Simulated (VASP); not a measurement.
A run of VASP 6.6.1:

Contents of INCAR:

```
PREC = Accurate
ENCUT = 520
EDIFF = 1E-6
ISMEAR = 0
SIGMA = 0.02
LREAL = F
LASPH = T
NELM = 60
ALGO = Normal
ISIF = 2
LWAVE = F
LCHARG = F
GGA = PE
NBANDS = 28
```

File KPOINTS:

```
Automatic mesh
0
Gamma
  7 7 7
```

The input POSCAR:

```
SrTiO3
1.0
    3.8679403874      0.0000000000      0.0000000000
    0.0000000000      3.8679403874      0.0000000000
    0.0000000000      0.0000000000      3.9827722011
Sr Ti O
1 1 3
Direct
    0.0000000000      0.0000000000      0.0000000000
    0.5000000000      0.5000000000      0.5000000000
    0.0000000000      0.5000000000      0.5000000000
    0.5000000000      0.0000000000      0.5000000000
    0.5000000000      0.5000000000      0.0000000000
```

Potentials or basis: VASP PAW PBE potentials, release 64 (Sr_sv, Ti_sv, O).

Run with:

```sh
$ cat potpaw_PBE.64/Sr_sv/POTCAR potpaw_PBE.64/Ti_sv/POTCAR potpaw_PBE.64/O/POTCAR > POTCAR
$ mpirun -np 1 vasp_std > vasp.out
```

Hardware: 1 thread of Intel(R) Xeon(R) Platinum 8259CL CPU @ 2.50GHz (Skylake/Cascade Lake), on a shared host.

Question: How long does it take, and how much memory?

Answer: It took 70 s on 1 thread of Intel(R) Xeon(R) Platinum 8259CL CPU @ 2.50GHz (Skylake/Cascade Lake), on a shared host, peak memory 0.21 GiB. Counts: scf iterations 16, k points 40.
